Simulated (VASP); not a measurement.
Write the native input for VASP 6.6.1 that does the following.

| Property | Result |
| --- | --- |
| Task | single point |
| Functional | PBE |
| Potentials or basis | VASP PAW PBE potentials, release 64 (Mg, C) |
| Cutoff | 520 eV |
| k mesh | 6 × 6 × 6 |
| Occupations | gaussian, width 0.1 eV |
| Spin | no spin polarisation |
| Dipole correction | no |
| Further INCAR settings | ALGO = Normal; EDIFF = 1e-06; NBANDS = 11 |

The structure of Mg2C lies in POSCAR:

```
Mg2C
1.0
    0.0000000000      2.2986977618      5.4539499795
    1.8217982457      0.0000000000      5.4539499795
    1.8217982457      2.2986977618      0.0000000000
Mg C
2 1
Direct
    0.1216223438      0.1216223438      0.8783776562
    0.8783776562      0.8783776562      0.1216223438
    0.5000000000      0.5000000000      0.5000000000
```

The input as run:

INCAR

```
PREC     = Accurate       # precision mode
ENCUT    = 520            # plane-wave cutoff, eV
EDIFF    = 1E-6           # SCF threshold, eV
ISMEAR   = 0              # smearing method
SIGMA    = 0.1            # smearing width, eV
LREAL    = False          # projectors in reciprocal space
LASPH    = True           # aspherical terms in the spheres
NELM     = 60             # most SCF steps
ALGO     = Normal         # electronic algorithm
ISIF     = 2              # what is computed and relaxed
LWAVE    = False          # write WAVECAR
LCHARG   = False          # write CHGCAR
GGA      = PE             # functional
NBANDS   = 11             # bands
```

KPOINTS

```
regular mesh
0
Gamma
  6 6 6
```

Potentials or basis: VASP PAW PBE potentials, release 64 (Mg, C).

Launch:

```bash
$ cat potpaw_PBE.64/Mg/POTCAR potpaw_PBE.64/C/POTCAR > POTCAR
$ mpirun -np 1 vasp_std > vasp.out
```

Results of the run:

The pressure is 0.0 GPa and the band gap on the k mesh is zero (bands 4 and 5 overlap by 1.40 eV).

Caveat: the k points lie up to 0.38 Å⁻¹ apart, too coarse for converged energies and pressures of a metal.

Run time: 73 s on 1 thread of Oxide Virtual Turin-like Processor, on a shared host, peak memory 0.19 GiB.
